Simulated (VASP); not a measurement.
S: relaxation of cell and atoms with PBE

S:

```
CELL_PARAMETERS angstrom
0.00000 1.68611 1.68611
1.68611 0.00000 1.68611
1.68611 1.68611 0.00000
ATOMIC_POSITIONS crystal
S 0.00000 0.00000 0.00000
```

This isn't the form of S at room conditions, which is orthorhombic, of S8 rings.

```
Program                : VASP 6.6.1
Task                   : relaxation of cell and atoms
Functional             : PBE
Potentials or basis    : VASP PAW PBE potentials, release 64 (S)
Cutoff                 : 600 eV
k mesh                 : 19 × 19 × 19
Occupations            : fermi-dirac, width 0.08 eV
Spin                   : no spin polarisation
Target pressure        : 110 GPa
Dipole correction      : no
Further INCAR settings : ALGO = Normal; EDIFF = 1e-06; IBRION = 2; EDIFFG = -0.005; NSW = 32; ISIF = 3
```

```
Relaxed volume                                             : 9.56 Å³/atom
Relaxed cell                                               : a = 2.382 Å, b = 2.382 Å, c = 2.382 Å, α = 60.00°, β = 60.00°, γ = 60.00°
Space group after relaxing (to 0.1 Å)                      : Fm-3m (No. 225)
Energy change on relaxing (the run minimises the enthalpy) : +20.1 meV/atom
Ionic steps                                                : 3
Pressure after relaxing                                    : 110.0 GPa
Band gap on the k mesh                                     : zero (bands 3 and 4 overlap by 12.38 eV)
```

Step by step:
| step | energy change (eV) | largest force (eV/Å) | pressure (GPa) | volume (Å³) |
| --- | --- | --- | --- | --- |
| 1 | 0.0000 | 0.0000 | 108.68 | 9.59 |
| 2 | 0.0755 | 0.0000 | 113.64 | 9.48 |
| 3 | 0.0201 | 0.0000 | 110.00 | 9.56 |

Final structure:
```
S
1.0
     0.00000    1.68439    1.68439
     1.68439    0.00000    1.68439
     1.68439    1.68439    0.00000
S
1
Direct
  0.00000 0.00000 0.00000
```

Levels at points of the mesh, in eV from the Fermi level:
```csv
k point,band 1,band 2,band 3,band 4,band 5,band 6
"(0.00, 0.00, 0.00)",-23.37,6.95,6.95,6.95,12.16,12.16
```

Run time: 17 s on 1 thread of Intel(R) Xeon(R) Platinum 8488C (Sapphire Rapids), on a shared host, peak memory 0.13 GiB.

Caveat: the cell is relaxed towards a set pressure, so the run minimises the enthalpy, not the energy.
